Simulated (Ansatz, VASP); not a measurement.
**Y: VASP beside Ansatz**

```
Y
1.0
    -1.80368    1.80368    2.54959
     1.80368   -1.80368    2.54959
     1.80368    1.80368   -2.54959
Y
1
Direct
  0.50000 0.50000 0.00000
```

Alike in both runs: functional r2SCAN; k mesh 22 × 22 × 22; occupations gaussian, width 0.1 eV; no spin polarisation.

Ansatz relaxed the structure, and its values are those at the end. VASP's run is a single point on that final structure, the one shown.

|  | VASP | Ansatz |
| --- | --- | --- |
| version | VASP 6.6.1 | Ansatz 0.2.0 |
| potentials or method | VASP PAW PBE potentials, release 64 (Y_sv), cutoff 520 eV | scalar-relativistic, plane waves, PAW |
| valence electrons in the cell | 11 | 11 |

|  | VASP | Ansatz | Ansatz less VASP |
| --- | --- | --- | --- |
| gap on the k mesh at the Fermi level (eV) | none | none | - |
| pressure (GPa) | 0.1 | 0.0 | -0.09 |

VASP's potentials were made for PBE, not for r2SCAN. A gap of «none» marks a metal or a gap that the smearing closes. The functional is the same, so the differences come from potentials, cutoffs and numerics.
